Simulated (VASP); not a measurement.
Set up this calculation in VASP 6.6.1, as the native input.

| Quantity | Value |
| --- | --- |
| Task | single point |
| Functional | PBEsol |
| Potentials or basis | VASP PAW PBE potentials, release 64 (Cs_sv, Cl) |
| Cutoff | 500 eV |
| k mesh | 6 × 6 × 6 |
| Occupations | fermi-dirac, width 0.03 eV |
| Spin | no spin polarisation |
| Dipole correction | no |
| Further INCAR settings | ALGO = Normal; EDIFF = 1e-06; NBANDS = 15 |

The structure of CsCl lies in POSCAR:

```
CsCl
1.0
    4.1230000000      0.0000000000      0.0000000000
    0.0000000000      4.1230000000      0.0000000000
    0.0000000000      0.0000000000      4.1230000000
Cs Cl
1 1
Direct
    0.0000000000      0.0000000000      0.0000000000
    0.5000000000      0.5000000000      0.5000000000
```

One way to write it, as run:

INCAR

```
ALGO = Normal ; EDIFF = 1E-6
ENCUT = 500 ; GGA = PS
GGA_COMPAT = False ; ISIF = 2
ISMEAR = -1 ; LASPH = True
LCHARG = True ; LELF = True
LREAL = False ; LVHAR = True
LWAVE = False ; NBANDS = 15
NELM = 120 ; PREC = Accurate
SIGMA = 0.03
```

KPOINTS

```
k-points
0
Gamma
  6 6 6
```

Potentials or basis: VASP PAW PBE potentials, release 64 (Cs_sv, Cl).

The run is started by

```sh
$ cat potpaw_PBE.64/Cs_sv/POTCAR potpaw_PBE.64/Cl/POTCAR > POTCAR
$ mpirun -np 1 vasp_std > vasp.out
```

Results of the run:

The pressure is -0.6 GPa and the band gap on the k mesh is 5.05 eV, direct.

Caveat: the PAW data sets were made with another functional, which shifts forces and pressure a little; spin-orbit coupling is left out, which moves the levels of the heavy elements.

Wall time 13 s on 1 thread of Intel(R) Xeon(R) Platinum 8259CL CPU @ 2.50GHz (Skylake/Cascade Lake), with other jobs on the host, peak memory 0.17 GiB.
